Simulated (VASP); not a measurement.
# Os (Fm-3m) in VASP: a series of runs

The runs below take Os through single point, relaxation of cell and atoms, with LDA.

Everything below comes from runs of VASP 6.6.1. Logs are shortened: lines on timing, memory, paths and dates and some standing lists are left out, and cuts for length are marked.

**1. The cell of the first run**

The structure is cubic, space group Fm-3m (No. 225). The conventional cell has a = 3.826 Å, b = 3.826 Å, c = 3.826 Å, α = 90.00°, β = 90.00°, γ = 90.00°. Within 3.6 Å of Os (site symmetry m-3m) lie 12 Os at 2.71 Å.

This isn't the form of Os at room conditions, which is hcp.

**2. Single point, LDA**

Input file INCAR:

```
  ALGO = Normal
  EDIFF = 1E-6
  ENCUT = 600
  GGA = CA
  GGA_COMPAT = F
  ISIF = 2
  ISMEAR = 0
  LASPH = T
  LCHARG = F
  LREAL = F
  LWAVE = F
  NBANDS = 10
  NELM = 120
  PREC = Accurate
  SIGMA = 0.1
```

Input file KPOINTS:

```
k-points
0
Gamma
  8 8 8
```

Input file POSCAR:

```
Os
1.0
    0.0000000000      1.9129311828      1.9129311828
    1.9129311828      0.0000000000      1.9129311828
    1.9129311828      1.9129311828      0.0000000000
Os
1
Direct
    0.0000000000      0.0000000000      0.0000000000
```

Potentials or basis: VASP PAW LDA potentials, release 64 (Os).

Command:

```
cat potpaw_LDA.64/Os/POTCAR > POTCAR
mpirun -np 1 vasp_std > vasp.out
```

OUTCAR:

```text
EDIFF = 1E-6
   ENCUT = 600
   GGA = CA
   ISIF = 2
   ISMEAR = 0
   LASPH = T
   LREAL = F
   NELM = 120
   PREC = Accurate

 ion  position               nearest neighbor table
   1  0.000  0.000  0.000-

  LATTYP: Found a face centered cubic cell.
 ALAT       =     3.8258623656

  Lattice vectors:

 A1 = (   0.0000000000,   1.9129311828,   1.9129311828)
 A2 = (   1.9129311828,   0.0000000000,   1.9129311828)
 A3 = (   1.9129311828,   1.9129311828,   0.0000000000)

Analysis of symmetry for initial positions (statically):
=====================================================================
 Subroutine PRICEL returns:
 Original cell was already a primitive cell.

 Routine SETGRP: Setting up the symmetry group for a
 face centered cubic supercell.

 Subroutine GETGRP returns: Found 48 space group operations
 (whereof 48 operations were pure point group operations)
 out of a pool of 48 trial point group operations.

The static configuration has the point symmetry O_h .

Analysis of symmetry for dynamics (positions and initial velocities):
=====================================================================
 Subroutine PRICEL returns:
 Original cell was already a primitive cell.

 Routine SETGRP: Setting up the symmetry group for a
 face centered cubic supercell.

 Subroutine GETGRP returns: Found 48 space group operations
 (whereof 48 operations were pure point group operations)
 out of a pool of 48 trial point group operations.

The dynamic configuration has the point symmetry O_h .

 Subroutine INISYM returns: Found 48 space group operations
 (whereof 48 operations are pure point group operations),
 and found     1 'primitive' translations

----------------------------------------------------------------------------------------

                                     Primitive cell

  volume of cell :      14.0000

  direct lattice vectors                    reciprocal lattice vectors
     0.000000000  1.912931183  1.912931183    -0.261378979  0.261378979  0.261378979
     1.912931183  0.000000000  1.912931183     0.261378979 -0.261378979  0.261378979
     1.912931183  1.912931183  0.000000000     0.261378979  0.261378979 -0.261378979

  length of vectors
     2.705293223  2.705293223  2.705293223     0.452721672  0.452721672  0.452721672

  position of ions in fractional coordinates (direct lattice)
     0.000000000  0.000000000  0.000000000

  ion indices of the primitive-cell ions
   primitive index   ion index
                 1           1

----------------------------------------------------------------------------------------

 KPOINTS: k-points

[... 77 lines left out ...]
   PSTRESS=    0.0 pullay stress
   NELECT =       8.0000    total number of electrons
   NUPDOWN=      -1.0000    fix difference up-down
   EMIN   =  10.00;   EMAX   =-10.00  energy-range for DOS
   EFERMI =   0.00;   METHOD = LEGACY
   ISMEAR =     0;   SIGMA  =   0.10  broadening in eV -4-tet -1-fermi 0-gaus
   EFERMI_NEDOS =   21; number of points for ismear=-14 and -15
   IALGO  =     38    algorithm
   IMIX   =      4    mixing-type and parameters
     AMIX     =   0.40;   BMIX     =  1.00
     AMIX_MAG =   1.60;   BMIX_MAG =  1.00
  volume/ion in A,a.u.               =      14.00        94.48
  Fermi-wavevector in a.u.,A,eV,Ry     =   1.358508  2.567208 25.110144  1.845544
  Thomas-Fermi vector in A             =   2.485335
   LORBIT       =      0    0 simple, 1 ext, 2 COOP (PROOUT), +10 PAW based schemes
   GGA     = CA    functional components
   LHFCALC =     F    Hartree Fock is set to
   AEXX    =    0.0000 exact exchange contribution
   IVDW    =     0    specifies the selected vdW correction
   LEPSILON=     F    determine dielectric tensor
   LRPA    =     F    only Hartree local field effects (RPA)
 non-spin polarized calculation
 Gauss-broadening in eV      SIGMA  =   0.10
  energy-cutoff  :      600.00
  volume of cell :       14.00
 maximum number of plane-waves:       489
 NGX is ok and might be reduce to    24
   NGX = 11   NGY = 11   NGZ = 11

 number of electron       8.0000000 magnetization

 Free energy of the ion-electron system (eV)
  ---------------------------------------------------
  ext. energy  EPLUGINS =         0.00000000
  ---------------------------------------------------
  free energy    TOTEN  =       -12.52340265 eV

  energy without entropy =      -12.51517971  energy(sigma->0) =      -12.51929118

 E-fermi :   9.0611     XC(G=0): -14.1740

 val. band max:        9.0445100193   @ k =   0.3750   0.3750   0.0000
 cond. band min:       9.0771669564   @ k =  -0.2500   0.2500   0.0000
 fundamental gap:      0.0326569371
 Fermi energy:         9.0611450123

 k-point     1 :       0.0000    0.0000    0.0000
  band No.  band energies     occupation
      1      -1.4844      2.00000
      2       6.2502      2.00000
      3       6.2502      2.00000
      4       6.2502      2.00000
      5       9.2922      0.00108
      6       9.2922      0.00108
      7      23.6062      0.00000
      8      29.3455      0.00000
      9      29.3455      0.00000
     10      29.3455      0.00000
[... 287 lines left out ...]
 k-point    24 :      -0.3750    0.2500    0.1250
  band No.  band energies     occupation
      1       3.2012      2.00000
      2       4.6211      2.00000
      3       6.4724      2.00000
      4       7.6495      2.00000
      5      11.3142      0.00000
      6      15.7776      0.00000
      7      17.4317      0.00000
      8      25.8518      0.00000
      9      26.5236      0.00000
     10      29.7541      0.00000

 [... further k-points ...]

------------------------ aborting loop because EDIFF is reached ----------------------------------------

  FORCE on cell =-STRESS in cart. coord.  units (eV):
  Direction    XX          YY          ZZ          XY          YZ          ZX
  --------------------------------------------------------------------------------------
  -------------------------------------------------------------------------------------
  Total       -0.5958260     -0.5958260     -0.5958260      0.0000000      0.0000000     -0.0000000
  in kB      -68.1870601    -68.1870601    -68.1870601      0.0000000      0.0000000     -0.0000000
  external PRESSURE =     -68.1870601 kB  Pullay stress =       0.0000000 kB

 VOLUME and BASIS-vectors are now :
 -----------------------------------------------------------------------------
  energy-cutoff  :      600.00
  volume of cell :       14.00
      direct lattice vectors                 reciprocal lattice vectors
     0.000000000  1.912931183  1.912931183    -0.261378979  0.261378979  0.261378979
     1.912931183  0.000000000  1.912931183     0.261378979 -0.261378979  0.261378979
     1.912931183  1.912931183  0.000000000     0.261378979  0.261378979 -0.261378979

 POSITION                                       TOTAL-FORCE (eV/Angst)
 -----------------------------------------------------------------------------------
      0.00000      0.00000      0.00000         0.000000      0.000000      0.000000
 -----------------------------------------------------------------------------------
    total drift:                                0.000000      0.000000     -0.000000

  FREE ENERGIE OF THE ION-ELECTRON SYSTEM (eV)
  ---------------------------------------------------
  free  energy   TOTEN  =       -12.5234026521 eV

  energy  without entropy=      -12.5151797077  energy(sigma->0) =      -12.51929118
```

stdout:

```text
POSCAR found type information on POSCAR Os
 POSCAR found :  1 types and       1 ions
 scaLAPACK will be used
 LDA part: xc-table for (Slater(with rela. corr.)+CA(PZ))
 , standard interpolation
 POSCAR, INCAR and KPOINTS ok, starting setup
 FFT: planning ... GRIDC
 FFT: planning ... GRID_SOFT
 FFT: planning ... GRID
 WAVECAR not read
 entering main loop
```

It took 8.7 s on 1 thread of Intel Xeon 8259CL, shared host; peak memory 0.13 GiB.

What came out:

* Free energy: -12.5234 eV
* Pressure: -6.8 GPa
* Band gap on the k mesh: zero (bands 4 and 5 overlap by 3.41 eV)

Levels at points of the mesh, in eV from the Fermi level:
| k point | band 1 | band 2 | band 3 | band 4 | band 5 | band 6 | band 7 | band 8 | band 9 |
| --- | --- | --- | --- | --- | --- | --- | --- | --- | --- |
| (0.00, 0.00, 0.00) | -10.55 | -2.81 | -2.81 | -2.81 | 0.23 | 0.23 | 14.55 | 20.28 | 20.28 |
| (0.50, 0.00, 0.00) | -7.46 | -2.97 | -2.97 | 0.09 | 2.65 | 2.65 | 9.22 | 14.06 | 20.60 |
| (0.50, 0.50, 0.00) | -7.38 | -6.66 | 2.61 | 2.67 | 3.35 | 3.35 | 12.51 | 12.53 | 12.53 |

Caveat: the cell stands under tension; spin-orbit coupling is left out, which moves the levels of the heavy elements.

**3. Single point, LDA**

This run uses another cell than the first one, of 13.74 Å³/atom.

Input file INCAR:

```
  PREC = Accurate
  ENCUT = 600
  EDIFF = 1E-6
  ISMEAR = 0
  SIGMA = 0.1
  LREAL = F
  LASPH = T
  NELM = 120
  ALGO = Normal
  ISIF = 2
  LWAVE = F
  LCHARG = F
  NBANDS = 10
  GGA_COMPAT = F
```

Input file KPOINTS:

```
regular mesh
0
Gamma
  18 18 18
```

Input file POSCAR:

```
Os
1.0
    0.0000000000      1.9011182394      1.9011182394
    1.9011182394      0.0000000000      1.9011182394
    1.9011182394      1.9011182394      0.0000000000
Os
1
Direct
    0.0000000000      0.0000000000      0.0000000000
```

Potentials or basis: VASP PAW LDA potentials, release 64 (Os).

Command:

```
cat potpaw_LDA.64/Os/POTCAR > POTCAR
mpirun -np 1 vasp_std > vasp.out
```

Run time: 45 s. Hardware: 1 thread of Intel Xeon 8259CL, shared host; peak memory 0.16 GiB.

The run converged. Its results:

```
Free energy            : -12.5168 eV
Pressure               : 1.3 GPa
Band gap on the k mesh : zero (bands 4 and 5 overlap by 3.97 eV)
```

Levels at points of the mesh, in eV from the Fermi level:
```csv
k point,band 1,band 2,band 3,band 4,band 5,band 6,band 7,band 8,band 9
"(0.00, 0.00, 0.00)",-10.87,-3.06,-3.06,-3.06,0.09,0.09,14.36,20.23,20.23
"(0.50, 0.00, 0.00)",-7.80,-3.22,-3.22,-0.07,2.57,2.57,9.31,13.89,20.63
"(0.50, 0.50, 0.00)",-7.73,-7.02,2.54,2.56,3.28,3.28,12.50,12.50,12.67
```

Caveat: spin-orbit coupling is left out, which moves the levels of the heavy elements.

**4. Relaxation of cell and atoms, LDA**

Input file INCAR:

```
PREC = Accurate
ENCUT = 600
EDIFF = 1E-7
ISMEAR = 0
SIGMA = 0.1
LREAL = False
LASPH = True
NELM = 120
ALGO = Normal
ISIF = 3
LWAVE = False
LCHARG = False
GGA = CA
IBRION = 2
NSW = 100
EDIFFG = -0.002
GGA_COMPAT = False
NELMIN = 4
```

KPOINTS is that of step 3.

Input file POSCAR:

```
Os
1.0
    0.0000000000      1.9129311828      1.9129311828
    1.9129311828      0.0000000000      1.9129311828
    1.9129311828      1.9129311828      0.0000000000
Os
1
Direct
    0.0000000000      0.0000000000      0.0000000000
```

Command:

```
cat potpaw_LDA.64/Os/POTCAR > POTCAR
mpirun -np 1 vasp_std > vasp.out
```

Wall time 2.3 min (1 thread of Intel Xeon 8259CL, shared host); peak memory 0.18 GiB.

It converged, with:

```yaml
Free_energy: -12.5171 eV
Relaxed_volume: 13.78 Å³/atom
Relaxed_cell: a = 2.691 Å, b = 2.691 Å, c = 2.691 Å, α = 60.00°, β = 60.00°, γ = 60.00°
Space_group_after_relaxing_to_0.1_Å: Fm-3m (No. 225)
Energy_gained_by_relaxing: 4.7 meV/atom
Ionic_steps: 7
Pressure_after_relaxing: 0.0 GPa
Band_gap_on_the_k_mesh: zero (bands 4 and 5 overlap by 3.96 eV)
```

Step by step:
```tsv
step	energy change (eV)	largest force (eV/Å)	pressure (GPa)	volume (Å³)
1	0.0000	0.0000	-6.75	14.00
2	0.0988	0.0000	37.58	12.84
3	-0.0047	0.0000	-0.24	13.79
4	-0.0047	0.0000	-0.03	13.78
5	-0.0047	0.0000	0.11	13.78
6	-0.0046	0.0000	-0.42	13.79
7	-0.0047	0.0000	0.00	13.78
```

Final structure:
```
Os
1.0
     0.00000    1.90295    1.90295
     1.90295    0.00000    1.90295
     1.90295    1.90295    0.00000
Os
1
Direct
  0.00000 0.00000 0.00000
```

Levels at points of the mesh, in eV from the Fermi level:
```csv
k point,band 1,band 2,band 3,band 4,band 5,band 6,band 7,band 8
"(0.00, 0.00, 0.00)",-10.84,-3.05,-3.05,-3.05,0.08,0.08,14.36,20.22
"(0.50, 0.00, 0.00)",-7.77,-3.20,-3.20,-0.07,2.56,2.56,9.27,13.90
"(0.50, 0.50, 0.00)",-7.69,-6.99,2.53,2.55,3.27,3.27,12.48,12.48
```

Caveat: spin-orbit coupling is left out, which moves the levels of the heavy elements.

**5. Overview**

| task | cell | k mesh | gap on the mesh (eV) | pressure (GPa) |
| --- | --- | --- | --- | --- |
| single point | a = 2.705 Å, angles 60.0°, 1 atom | 8 × 8 × 8 | none | -6.8 |
| single point | a = 2.689 Å, angles 60.0°, 1 atom | 18 × 18 × 18 | none | 1.3 |
| relaxation of cell and atoms | relaxed from a = 2.705 Å, angles 60.0°, 1 atom | 18 × 18 × 18 | none | 0.0 |

Alike in all rows: level LDA; potentials or basis VASP PAW LDA potentials, release 64 (Os); no spin polarisation; cutoff (eV) 600; smearing gaussian 0.1 eV.

Caveats: spin-orbit coupling is left out, which moves the levels of the heavy elements; the cell stands under tension (at least some runs).

Total energies depend on the potentials used, so only differences within one code and one set of settings carry meaning.

The gap in the log of VASP goes by the Fermi energy; the results here count the filled bands.